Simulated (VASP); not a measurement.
Si: single point with PBE

Crystal: Si.

```
CELL_PARAMETERS angstrom
-1.31809 1.46635 1.87716
1.31809 -1.46635 1.87716
1.31809 1.46635 -1.87716
ATOMIC_POSITIONS crystal
Si 0.50000 0.50000 0.00000
```

The cell was built from a structure type or drawn by symmetry, and may not be a known phase.

* Program: VASP 6.6.1
* Task: single point
* Functional: PBE
* Potentials or basis: VASP PAW PBE potentials, release 64 (Si)
* Cutoff: 500 eV
* k mesh: 8 × 8 × 8
* Occupations: gaussian, width 0.1 eV
* Spin: no spin polarisation

| Quantity | Value |
| --- | --- |
| Pressure | 0.0 GPa |
| Band gap on the k mesh | zero (bands 2 and 3 overlap by 12.84 eV) |

Stress tensor (GPa, compression positive):
```
-0.19  0.00  0.00
 0.00 -0.06  0.00
 0.00  0.00  0.34
```

Levels at points of the mesh, in eV from the Fermi level:
| k point | band 1 | band 2 | band 3 | band 4 | band 5 |
| --- | --- | --- | --- | --- | --- |
| (0.00, 0.00, 0.00) | -14.64 | 9.46 | 9.97 | 10.28 | 11.77 |
| (0.50, 0.00, 0.00) | -8.50 | -7.36 | 9.17 | 9.38 | 10.83 |
| (0.00, 0.50, 0.00) | -7.06 | -6.89 | 6.71 | 7.94 | 8.71 |
| (0.50, 0.50, 0.00) | -5.76 | -5.01 | 3.15 | 3.56 | 4.43 |
| (0.50, 0.50, 0.50) | -5.09 | -4.08 | 0.63 | 3.04 | 4.41 |

Run time: 7.8 s on 1 thread of AMD EPYC 7R43 64-Core Processor (Zen 3) (shared host), peak memory 0.09 GiB.

Caveat: the k points lie up to 0.36 Å⁻¹ apart, too coarse for converged energies and pressures of a metal.
